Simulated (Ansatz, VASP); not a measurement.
## One calculation of KHfAs, two programs

```
K Hf As
1.0
     4.51988    0.00000    0.00000
    -2.25994    3.91433    0.00000
     0.00000    0.00000    5.82880
K Hf As
1 1 1
Direct
  0.00000 0.00000 0.00000
  0.66667 0.33333 0.50000
  0.33333 0.66667 0.50000
```

Change from the starting cell: species swapped into the SrSiNi type (P-6m2, No. 187).

Alike in both runs: functional PBE; k mesh 12 × 12 × 8; occupations gaussian, width 0.1 eV; no spin polarisation.

Ansatz relaxed the structure, and its values are those at the end. VASP's run is a single point on that final structure, the one shown.

```csv
,VASP,Ansatz
version,VASP 6.6.1,Ansatz 0.2.0
potentials or method,"VASP PAW PBE potentials, release 64 (K_sv, Hf_pv, As), cutoff 520 eV","scalar-relativistic, plane waves, PAW"
valence electrons in the cell,24,50
```

|  | VASP | Ansatz | Ansatz less VASP |
| --- | --- | --- | --- |
| gap on the k mesh at the Fermi level (eV) | none | none | - |
| pressure (GPa) | 0.0 | 0.0 | +0.04 |

A gap of «none» marks a metal or a gap that the smearing closes. With one functional, cell and mesh, what is left measures potentials, basis and numerics. VASP's potentials hold 24 valence electrons a cell and Ansatz's 50, so a difference there can come from the potentials and not from the codes.

Neither program's run includes spin-orbit coupling.
